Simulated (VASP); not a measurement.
# CaO in VASP: further runs

Runs on CaO. Level: PBE. Tasks: single point.

Everything below comes from runs of VASP 6.6.1. Logs are shortened: lines on timing, memory, paths and dates and some standing lists are left out, and cuts for length are marked.

## (1) The cell of the first run

The cell holds a slab with vacuum, 16 atoms: a = 6.940 Å, b = 6.940 Å, c = 17.250 Å, α = 90.00°, β = 90.00°, γ = 60.00°.

## (2) Single point, PBE

Input file INCAR:

```
SYSTEM = CaO
ALGO     = Normal         ! electronic algorithm
EDIFF    = 1E-6           ! SCF threshold, eV
ENCUT    = 520            ! plane-wave cutoff, eV
GGA      = PE             ! functional
ISIF     = 2              ! what is computed and relaxed
ISMEAR   = -1             ! smearing method
LASPH    = .True.         ! aspherical terms in the spheres
LCHARG   = .False.        ! write CHGCAR
LREAL    = Auto         
LWAVE    = .False.        ! write WAVECAR
NBANDS   = 78             ! bands
NELM     = 80             ! most SCF steps
PREC     = Accurate       ! precision mode
SIGMA    = 0.05           ! smearing width, eV
```

Input file KPOINTS:

```
k-points
0
Gamma
  2 2 1
  0 0 0
```

Input file POSCAR:

```
CaO
1.0
    6.9395460000      0.0000000000      0.0000000000
    3.4697730000      6.0098230000      0.0000000000
    0.0000000000      0.0000000000     17.2495870000
Ca O
8 8
Direct
    0.0000000000      0.0000000000      0.0579724025
    0.0000029021      0.4999980865      0.0579724025
    0.5000038907      0.0000000000      0.0579724025
    0.5000067929      0.4999980865      0.0579724025
    0.6980197025      0.6391369596      0.2330548552
    0.6883782038      0.1327659733      0.2798385840
    0.2072693040      0.6302847854      0.2674846650
    0.1646954771      0.1481907204      0.2048686731
    0.3238607525      0.8372459555      0.0858803170
    0.3523719194      0.3291278296      0.0739843800
    0.8486194711      0.8392094077      0.0228817073
    0.8359821300      0.3333542435      0.0980719133
    1.0526422892      0.5041080245      0.2124862468
    1.0261496385     -0.0348762351      0.2437159800
    0.5615417400      0.4784333915      0.3061290685
    0.5094003321      1.0069514526      0.2220806794
```

Potentials or basis: VASP PAW PBE potentials, release 64 (Ca_sv, O).

Launch:

```sh
cat potpaw_PBE.64/Ca_sv/POTCAR potpaw_PBE.64/O/POTCAR > POTCAR
mpirun -np 1 vasp_std > vasp.out
```

OUTCAR:

```text
SYSTEM = CaO
   EDIFF = 1E-6
   ENCUT = 520
   GGA = PE
   ISIF = 2
   ISMEAR = -1
   LASPH = .True.
   LREAL = Auto
   NELM = 80
   PREC = Accurate

 ion  position               nearest neighbor table
   1  0.000  0.000  0.058-  11 1.97   9 2.01  12 2.12   8 3.16
   2  0.000  0.500  0.058-  12 2.10  11 2.13  10 2.14
   3  0.500  0.000  0.058-  10 2.00   9 2.09  11 2.18
   4  0.500  0.500  0.058-  10 1.94   9 2.08  12 2.13
   5  0.698  0.639  0.233-  13 2.18  15 2.19  16 2.22
   6  0.688  0.133  0.280-  16 2.09  14 2.12  15 2.15
   7  0.207  0.630  0.267-  13 1.94  14 2.06  15 2.24
   8  0.165  0.148  0.205-  14 2.05  16 2.10  13 2.19   1 3.16
   9  0.324  0.837  0.086-   1 2.01   4 2.08   3 2.09
  10  0.352  0.329  0.074-   4 1.94   3 2.00   2 2.14
  11  0.849  0.839  0.023-   1 1.97   2 2.13   3 2.18
  12  0.836  0.333  0.098-   2 2.10   1 2.12   4 2.13
  13  0.053  0.504  0.212-   7 1.94   5 2.18   8 2.19
  14  0.026  0.965  0.244-   8 2.05   7 2.06   6 2.12
  15  0.562  0.478  0.306-   6 2.15   5 2.19   7 2.24
  16  0.509  0.007  0.222-   6 2.09   8 2.10   5 2.22

  LATTYP: Found a hexagonal cell.
 ALAT       =     6.9395458902
 C/A-ratio  =     2.4856939161

  Lattice vectors:

 A1 = (  -3.4697730000,  -6.0098230000,   0.0000000000)
 A2 = (   6.9395460000,   0.0000000000,   0.0000000000)
 A3 = (   0.0000000000,   0.0000000000,  17.2495870000)

Analysis of symmetry for initial positions (statically):
=====================================================================
 Subroutine PRICEL returns:
 Original cell was already a primitive cell.

 Routine SETGRP: Setting up the symmetry group for a
 hexagonal supercell.

 Subroutine GETGRP returns: Found  1 space group operations
 (whereof  1 operations were pure point group operations)
 out of a pool of 24 trial point group operations.

The static configuration has the point symmetry C_1 .

Analysis of symmetry for dynamics (positions and initial velocities):
=====================================================================
 Subroutine PRICEL returns:
 Original cell was already a primitive cell.

 Routine SETGRP: Setting up the symmetry group for a
 hexagonal supercell.

 Subroutine GETGRP returns: Found  1 space group operations
 (whereof  1 operations were pure point group operations)
 out of a pool of 24 trial point group operations.

The dynamic configuration has the point symmetry C_1 .

 Subroutine INISYM returns: Found  1 space group operations
 (whereof  1 operations are pure point group operations),
 and found     1 'primitive' translations

----------------------------------------------------------------------------------------

                                     Primitive cell

  volume of cell :     719.4017

  direct lattice vectors                    reciprocal lattice vectors
     6.939546000  0.000000000  0.000000000     0.144101646 -0.083197126  0.000000000
     3.469773000  6.009823000  0.000000000     0.000000000  0.166394252  0.000000000
     0.000000000  0.000000000 17.249587000     0.000000000  0.000000000  0.057972402

  length of vectors
     6.939546000  6.939545890 17.249587000     0.166394249  0.166394252  0.057972402

  position of ions in fractional coordinates (direct lattice)
     0.000000000  0.000000000  0.057972402
     0.000002902  0.499998086  0.057972402
     0.500003891  0.000000000  0.057972402
     0.500006793  0.499998086  0.057972402
     0.698019702  0.639136960  0.233054855
     0.688378204  0.132765973  0.279838584
[... 8 lines left out ...]
     0.561541740  0.478433391  0.306129068
     0.509400332  0.006951453  0.222080679

  ion indices of the primitive-cell ions
   primitive index   ion index
                 1           1
                 2           2
                 3           3
                 4           4
                 5           5
                 6           6
[... 8 lines left out ...]
                15          15
                16          16

----------------------------------------------------------------------------------------

 KPOINTS: k-points

Automatic generation of k-mesh.
 Grid dimensions read from file:
 generate k-points for:    2    2    1

 Generating k-lattice:

  Cartesian coordinates                     Fractional coordinates (reciprocal lattice)
     0.072050823 -0.041598563  0.000000000     0.500000000  0.000000000  0.000000000
     0.000000000  0.083197126  0.000000000     0.000000000  0.500000000  0.000000000
     0.000000000  0.000000000  0.057972402     0.000000000  0.000000000  1.000000000

  Length of vectors
     0.083197124  0.083197126  0.057972402

  Shift w.r.t. Gamma in fractional coordinates (k-lattice)
     0.000000000  0.000000000  0.000000000

 Subroutine IBZKPT returns following result:
 ===========================================

 Found      4 irreducible k-points:

 Following reciprocal coordinates:
            Coordinates               Weight
  0.000000  0.000000  0.000000      1.000000
  0.500000  0.000000  0.000000      1.000000
  0.500000  0.500000  0.000000      1.000000
  0.000000  0.500000  0.000000      1.000000
   k-points           NKPTS =      4   k-points in BZ     NKDIM =      4   number of bands    NBANDS=     78
   number of dos      NEDOS =    301   number of ions     NIONS =     16
   total plane-waves  NPLWV = 373248
   dimension x,y,z NGX =    54 NGY =   54 NGZ =  128
   dimension x,y,z NGXF=   108 NGYF=  108 NGZF=  256
   ions per type =               8   8
   NGX,Y,Z   is equivalent  to a cutoff of  12.94, 12.94, 12.34 a.u.
   NGXF,Y,Z  is equivalent  to a cutoff of  25.87, 25.87, 24.67 a.u.
 SYSTEM =  CaO
   PREC   = accura    normal or accurate (medium, high low for compatibility)
   ISTART =      0    job   : 0-new  1-cont  2-samecut
   ICHARG =      2    charge: 1-file 2-atom 10-const
   ISPIN  =      1    spin polarized calculation?
   LNONCOLLINEAR =      F non collinear calculations
   LSORBIT =      F    spin-orbit coupling
   LASPH  =      T    aspherical Exc in radial PAW
   ENCUT  =  520.0 eV  38.22 Ry    6.18 a.u.  12.90 12.90 32.07*2*pi/ulx,y,z
   NELM   =     80;   NELMIN=  2; NELMDL= -5     # of ELM steps
   EDIFF  = 0.1E-05   stopping-criterion for ELM
   LREAL  =      T    real-space projection
   EDIFFG = 0.1E-04   stopping-criterion for IOM
   NSW    =      0    number of steps for IOM
[... 5 lines left out ...]
   TEBEG  =    0.0;   TEEND  =   0.0 temperature during run
   PSTRESS=    0.0 pullay stress
   NELECT =     128.0000    total number of electrons
   NUPDOWN=      -1.0000    fix difference up-down
   EMIN   =  10.00;   EMAX   =-10.00  energy-range for DOS
   EFERMI =   0.00;   METHOD = LEGACY
   ISMEAR =    -1;   SIGMA  =   0.05  broadening in eV -4-tet -1-fermi 0-gaus
   EFERMI_NEDOS =   21; number of points for ismear=-14 and -15
   IALGO  =     38    algorithm
   IMIX   =      4    mixing-type and parameters
     AMIX     =   0.40;   BMIX     =  1.00
     AMIX_MAG =   1.60;   BMIX_MAG =  1.00
  volume/ion in A,a.u.               =      44.96       303.42
  Fermi-wavevector in a.u.,A,eV,Ry     =   0.920777  1.740016 11.535425  0.847830
  Thomas-Fermi vector in A             =   2.046120
   LORBIT       =      0    0 simple, 1 ext, 2 COOP (PROOUT), +10 PAW based schemes
   GGA     = PE    functional components
   LHFCALC =     F    Hartree Fock is set to
   AEXX    =    0.0000 exact exchange contribution
   IVDW    =     0    specifies the selected vdW correction
   LEPSILON=     F    determine dielectric tensor
   LRPA    =     F    only Hartree local field effects (RPA)
 non-spin polarized calculation
  energy-cutoff  :      520.00
  volume of cell :      719.40
 maximum number of plane-waves:     19374
 NGX is ok and might be reduce to    54
   NGX = 25   NGY = 25   NGZ = 65

 number of electron     127.9999998 magnetization

 Free energy of the ion-electron system (eV)
  ---------------------------------------------------
  ext. energy  EPLUGINS =         0.00000000
  ---------------------------------------------------
  free energy    TOTEN  =       -91.17093608 eV

  energy without entropy =      -91.17092925  energy(sigma->0) =      -91.17093266

 E-fermi :  -0.9138     XC(G=0):  -4.1311

 val. band max:       -1.5185482297   @ k =   0.0000   0.0000   0.0000
 cond. band min:      -0.3400155909   @ k =   0.0000   0.0000   0.0000
 fundamental gap:      1.1785326388
 Fermi energy:        -0.9137565126

 k-point     1 :       0.0000    0.0000    0.0000
  band No.  band energies     occupation
      1     -39.9017      2.00000
      2     -39.8089      2.00000
      3     -39.6895      2.00000
      4     -39.5508      2.00000
      5     -39.4700      2.00000
      6     -39.1362      2.00000
[... 68 lines left out ...]
     75       3.3464      0.00000
     76       3.4963      0.00000

 k-point     2 :       0.5000    0.0000    0.0000
  band No.  band energies     occupation
      1     -39.8950      2.00000
      2     -39.8136      2.00000
      3     -39.6895      2.00000
      4     -39.5504      2.00000
      5     -39.4725      2.00000
      6     -39.1353      2.00000
[... 68 lines left out ...]
     75       3.3660      0.00000
     76       3.4228      0.00000

 k-point     3 :       0.5000    0.5000    0.0000
  band No.  band energies     occupation
      1     -39.8957      2.00000
      2     -39.8110      2.00000
      3     -39.6917      2.00000
      4     -39.5502      2.00000
      5     -39.4723      2.00000
      6     -39.1363      2.00000
[... 68 lines left out ...]
     75       3.4506      0.00000
     76       3.5481      0.00000

 k-point     4 :       0.0000    0.5000    0.0000
  band No.  band energies     occupation
      1     -39.8981      2.00000
      2     -39.8059      2.00000
      3     -39.6950      2.00000
      4     -39.5503      2.00000
      5     -39.4716      2.00000
      6     -39.1359      2.00000
[... 68 lines left out ...]
     75       3.4182      0.00000
     76       3.5145      0.00000
 [bands above 76 left out]

------------------------ aborting loop because EDIFF is reached ----------------------------------------

  FORCE on cell =-STRESS in cart. coord.  units (eV):
  Direction    XX          YY          ZZ          XY          YZ          ZX
  --------------------------------------------------------------------------------------
  -------------------------------------------------------------------------------------
  Total       35.2177246     31.2174886      1.1108646      4.5856185      1.6956872      2.5606461
  in kB       78.4332903     69.5243764      2.4740033     10.2126174      3.7764599      5.7028073
  external PRESSURE =      50.1438900 kB  Pullay stress =       0.0000000 kB

 VOLUME and BASIS-vectors are now :
 -----------------------------------------------------------------------------
  energy-cutoff  :      520.00
  volume of cell :      719.40
      direct lattice vectors                 reciprocal lattice vectors
     6.939546000  0.000000000  0.000000000     0.144101646 -0.083197126  0.000000000
     3.469773000  6.009823000  0.000000000     0.000000000  0.166394252  0.000000000
     0.000000000  0.000000000 17.249587000     0.000000000  0.000000000  0.057972402

 POSITION                                       TOTAL-FORCE (eV/Angst)
 -----------------------------------------------------------------------------------
      0.00000      0.00000      1.00000        -0.474526      0.981619      0.585491
      1.73490      3.00490      1.00000         0.977663      0.646952      0.924726
      3.46980      0.00000      1.00000         1.408832     -1.273458      0.542877
      5.20470      3.00490      1.00000         1.629062      0.545728     -0.637390
      7.06160      3.84110      4.02010        -0.458917      0.090248     -0.095569
      5.23770      0.79790      4.82710         0.500983      0.385269      0.403111
[... 8 lines left out ...]
      5.55690      2.87530      5.28060         0.036323      0.127751     -0.496168
      3.55913      0.04178      3.83080         0.237637     -1.102430     -0.342988
 -----------------------------------------------------------------------------------
    total drift:                               -0.000060      0.009383      0.003426

  FREE ENERGIE OF THE ION-ELECTRON SYSTEM (eV)
  ---------------------------------------------------
  free  energy   TOTEN  =       -91.1709360812 eV

  energy  without entropy=      -91.1709292475  energy(sigma->0) =      -91.17093266
```

It took 7.3 min on 1 thread of AMD EPYC 9R45 (Zen 5), shared host; peak memory 0.74 GiB.

Results:

```
Free energy            : -91.1709 eV
Largest force          : 3.026 eV/Å
Band gap on the k mesh : 1.18 eV
```

Forces in eV/Å, atoms in the order of the input:
```
Ca  -0.475  0.982  0.585
Ca   0.978  0.647  0.925
Ca   1.409 -1.273  0.543
Ca   1.629  0.546 -0.637
Ca  -0.459  0.090 -0.096
Ca   0.501  0.385  0.403
Ca   2.376  0.325  1.580
Ca   0.542  0.526 -0.526
O    0.979 -0.428  0.422
O   -2.090  0.047 -0.506
O   -2.011 -0.964 -1.230
O   -0.161  0.421  0.237
O   -2.665 -0.697 -1.251
O   -0.826  0.368  0.390
O    0.036  0.128 -0.496
O    0.238 -1.102 -0.343
```

Caveat: the k points lie up to 0.52 Å⁻¹ apart; there is no dipole correction, which matters where the two faces differ.

## (3) Single point, PBE

Input file INCAR:

```
SYSTEM = CaO
ALGO = Normal
EDIFF = 1E-6
ENCUT = 520
GGA = PE
ISIF = 2
ISMEAR = -1
LASPH = .TRUE.
LCHARG = .FALSE.
LREAL = Auto
LWAVE = .FALSE.
NBANDS = 78
NELM = 60
PREC = Accurate
SIGMA = 0.05
```

Input file KPOINTS:

```
k-points
0
G
  2 2 1
  0 0 0
```

Input file POSCAR:

```
CaO
1.0
    6.9395460000      0.0000000000      0.0000000000
    3.4697730000      6.0098230000      0.0000000000
    0.0000000000      0.0000000000     17.2495870000
Ca O
8 8
Direct
    0.0000000000      0.0000000000      0.0579724025
    0.0000029021      0.4999980865      0.0579724025
    0.5000038907      0.0000000000      0.0579724025
    0.5000067929      0.4999980865      0.0579724025
    0.6722077167      0.6377891662      0.2215937112
    0.6891174206      0.1331320407      0.2862909124
    0.1919910825      0.6425979600      0.2731195825
    0.1824495688      0.1416181475      0.1985438840
    0.3187708606      0.8366469362      0.1085185402
    0.3408409182      0.3308916086      0.0277629835
    0.8348403357      0.8353823399     -0.0039131372
    0.8378390265      0.3253174012      0.1013531512
    1.0454818433      0.5182848147      0.2008221994
    1.0398024171     -0.0056074863      0.2644063304
    0.5517602563      0.4822604593      0.3026507243
    0.5369748050      1.0142561603      0.2053614385
```

Potentials or basis: VASP PAW PBE potentials, release 64 (Ca_sv, O).

Launch:

```sh
cat potpaw_PBE.64/Ca_sv/POTCAR potpaw_PBE.64/O/POTCAR > POTCAR
mpirun -np 1 vasp_std > vasp.out
```

Wall time 6.7 min (1 thread of AMD EPYC 9R45 (Zen 5), shared host); peak memory 0.74 GiB.

Results (log left out):

* Free energy: -92.5590 eV
* Largest force: 2.315 eV/Å
* Band gap on the k mesh: 1.94 eV

Forces in eV/Å, atoms in the order of the input:
```
Ca  -1.867 -1.072 -0.852
Ca   0.840  1.621  0.042
Ca   1.625 -0.951  0.165
Ca   0.009  0.198 -0.096
Ca   0.533  0.078 -0.264
Ca   0.638  0.189  0.151
Ca   1.131  0.365  0.752
Ca  -0.154  0.711  0.441
O    0.562 -0.696 -0.441
O   -0.626  0.030 -0.360
O   -0.243 -0.107  1.488
O   -0.380  0.464  0.111
O   -1.339 -0.320 -0.921
O   -0.692 -0.157  0.684
O   -0.307  0.307 -0.540
O    0.269 -0.661 -0.360
```

Levels at points of the mesh, in eV from the valence-band top:
```tsv
k point	band 60	band 61	band 62	band 63	band 64	band 65	band 66	band 67	band 68	band 69
(0.00, 0.00, 0.00)	-0.37	-0.31	-0.28	-0.14	0.00	1.94	2.77	4.00	4.20	4.25
(0.50, 0.00, 0.00)	-0.36	-0.32	-0.30	-0.28	-0.15	2.93	3.00	3.39	3.78	4.22
(0.50, 0.50, 0.00)	-0.34	-0.31	-0.23	-0.18	-0.13	2.68	3.14	3.84	4.17	4.29
(0.00, 0.50, 0.00)	-0.36	-0.33	-0.29	-0.25	-0.18	2.86	3.04	3.38	3.77	4.16
```

Caveat: the k points lie up to 0.52 Å⁻¹ apart; the atoms stand as in a frame of molecular dynamics; there is no dipole correction, which matters where the two faces differ.
